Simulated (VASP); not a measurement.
# CoO4F (P2/m) in VASP: notebook, part 2 of 2

VASP 6.6.1. The steps go on from the part before.

**3. Single point, r2SCAN**

Input file POSCAR:

```
CoO4F
1.0
    3.6638544500      0.0000000000      0.0000000000
    0.0000000000      2.3922926100      0.0000000000
    0.1747823100      0.0000000000      3.8489093900
Co F O
1 1 4
Direct
    0.0000000000      0.0000000000      0.0000000000
    0.5000000000      0.5000000000      0.5000000000
    0.6900000000      0.0000000000      0.3300000000
    0.3100000000      0.0000000000      0.6700000000
    0.7740000000      0.5000000000      0.8140000000
    0.2260000000      0.5000000000      0.1860000000
```

Input file INCAR.step1:

```
SYSTEM = CoO4F
PREC = Accurate ; ENCUT = 520
ISMEAR = 0 ; SIGMA = 0.001
LREAL = .False. ; LASPH = .True.
NELM = 60 ; NBANDS = 29
GGA = PE ; ALGO = Normal
EDIFF = 1E-4 ; LWAVE = .True.
LCHARG = .False.
```

Input file INCAR.step2:

```
SYSTEM = CoO4F
PREC = Accurate ; ENCUT = 520
EDIFF = 1E-7 ; ISMEAR = 0
SIGMA = 0.001 ; LREAL = .False.
LASPH = .True. ; NELM = 60
ALGO = Normal ; ISIF = 2
LWAVE = .False. ; LCHARG = .True.
METAGGA = R2SCAN ; LMIXTAU = .True.
LELF = .True. ; LVHAR = .True.
NBANDS = 29 ; ISTART = 1
```

Input file KPOINTS:

```
Automatic mesh
0
Gamma
  5 7 5
  0 0 0
```

Potentials or basis: VASP PAW PBE potentials, release 64 (Co, F, O).

The run is started by

```
$ cat potpaw_PBE.64/Co/POTCAR potpaw_PBE.64/F/POTCAR potpaw_PBE.64/O/POTCAR > POTCAR
$ cp INCAR.step1 INCAR
$ mpirun -np 1 vasp_std > vasp.out
$ cp INCAR.step2 INCAR
$ mpirun -np 1 vasp_std > vasp.out
```

OUTCAR:

```text
SYSTEM = CoO4F
   PREC = Accurate
   ENCUT = 520
   EDIFF = 1E-7
   ISMEAR = 0
   LREAL = .False.
   LASPH = .True.
   NELM = 60
   ISIF = 2
   METAGGA = R2SCAN
   ISTART = 1

 ion  position               nearest neighbor table
   1  0.000  0.000  0.000-   5 1.64   6 1.64   5 1.64   6 1.64   3 1.67   4 1.67
   2  0.500  0.500  0.500-   3 1.52   4 1.52   3 1.52   4 1.52   5 1.61   6 1.61
   3  0.690  0.000  0.330-   2 1.52   2 1.52   1 1.67   4 1.87
   4  0.310  0.000  0.670-   2 1.52   2 1.52   1 1.67   3 1.87
   5  0.774  0.500  0.814-   2 1.61   1 1.64   1 1.64
   6  0.226  0.500  0.186-   2 1.61   1 1.64   1 1.64

  LATTYP: Found a simple monoclinic cell.
 ALAT       =     3.6638544500
 B/A-ratio  =     0.6529442265
 C/A-ratio  =     1.0515908606
 COS(beta)  =    -0.0453641167

  Lattice vectors:

 A1 = (   3.6638544500,   0.0000000000,   0.0000000000)
 A2 = (   0.0000000000,  -2.3922926100,   0.0000000000)
 A3 = (  -0.1747823100,   0.0000000000,  -3.8489093900)

Analysis of symmetry for initial positions (statically):
=====================================================================
 Subroutine PRICEL returns:
[... 183 lines left out ...]
 fundamental gap:      0.0045009566
 Fermi energy:         9.9818190020

 k-point     1 :       0.0000    0.0000    0.0000
  band No.  band energies     occupation
      1     -24.3211      2.00000
      2     -12.5305      2.00000
      3     -12.1343      2.00000
      4     -11.2564      2.00000
      5      -8.6282      2.00000
      6      -3.4406      2.00000
[... 757 lines left out ...]
     28      29.6976      0.00000
     29      29.8374      0.00000

 [... further k-points ...]

------------------------ aborting loop because EDIFF is reached ----------------------------------------

  FORCE on cell =-STRESS in cart. coord.  units (eV):
  Direction    XX          YY          ZZ          XY          YZ          ZX
  --------------------------------------------------------------------------------------
  -------------------------------------------------------------------------------------
  Total       47.7275629     65.0483387     49.5250928      0.0000000      0.0000000      2.8894548
  in kB     2266.6770249   3089.2751648   2352.0453024      0.0000000      0.0000000    137.2259620
  external PRESSURE =    2569.3324973 kB  Pullay stress =       0.0000000 kB

 VOLUME and BASIS-vectors are now :
 -----------------------------------------------------------------------------
  energy-cutoff  :      520.00
  volume of cell :       33.74
      direct lattice vectors                 reciprocal lattice vectors
     3.663854450  0.000000000  0.000000000     0.272936606  0.000000000 -0.012394288
     0.000000000  2.392292610  0.000000000     0.000000000  0.418009066  0.000000000
     0.174782310  0.000000000  3.848909390     0.000000000  0.000000000  0.259813859

 POSITION                                       TOTAL-FORCE (eV/Angst)
 -----------------------------------------------------------------------------------
      0.00000      0.00000      0.00000        -0.000000      0.000000      0.000000
      1.91932      1.19615      1.92445        -0.000000      0.000000      0.000000
      2.58574      0.00000      1.27014         5.853100      0.000000     -4.541364
      1.25290      0.00000      2.57877        -5.853100      0.000000      4.541364
      2.97810      1.19615      3.13301         0.856051      0.000000      2.444215
      0.86054      1.19615      0.71590        -0.856051     -0.000000     -2.444215
 -----------------------------------------------------------------------------------
    total drift:                               -0.000000      0.000000     -0.000000

  FREE ENERGIE OF THE ION-ELECTRON SYSTEM (eV)
  ---------------------------------------------------
  free  energy   TOTEN  =       -23.0519434155 eV

  energy  without entropy=      -23.0519305198  energy(sigma->0) =      -23.05193697
```

OUTCAR.step1:

```text
SYSTEM = CoO4F
   PREC = Accurate
   ENCUT = 520
   ISMEAR = 0
   LREAL = .False.
   LASPH = .True.
[... 1007 lines left out ...]
      1.25290      0.00000      2.57877        -5.911148      0.000000      4.712444
      2.97810      1.19615      3.13301         0.629856      0.000000      2.286727
      0.86054      1.19615      0.71590        -0.629856     -0.000000     -2.286727
 -----------------------------------------------------------------------------------
    total drift:                               -0.000000      0.000000     -0.000000

  FREE ENERGIE OF THE ION-ELECTRON SYSTEM (eV)
  ---------------------------------------------------
  free  energy   TOTEN  =       -11.1760268588 eV

  energy  without entropy=      -11.1760268588  energy(sigma->0) =      -11.17602686
```

Wall time 3 min (1 thread of Intel Xeon Platinum 8259CL at 2.50GHz (Skylake/Cascade Lake), shared host); peak memory 0.17 GiB.

Results:

```yaml
Free_energy: -23.0519 eV
Pressure: 256.9 GPa
Largest_force: 7.408 eV/Å
Band_gap_on_the_k_mesh: zero (band 20 reaches 10.64 eV, above the bottom of band 21 at 9.64 eV)
```

Forces in eV/Å, atoms in the order of the input:
```
Co   0.000  0.000  0.000
F    0.000  0.000  0.000
O    5.853  0.000 -4.541
O   -5.853  0.000  4.541
O    0.856  0.000  2.444
O   -0.856  0.000 -2.444
```

Stress tensor (GPa, compression positive):
```
226.67   0.00  13.72
  0.00 308.93   0.00
 13.72   0.00 235.20
```

Caveat: the k points lie up to 0.38 Å⁻¹ apart; the PAW data sets were made with another functional, which shifts forces and pressure a little; the run has no spin polarisation, though such a crystal can be magnetic; semilocal functionals often make such compounds metallic where correlation or magnetic order opens a gap, which also shifts bond lengths.
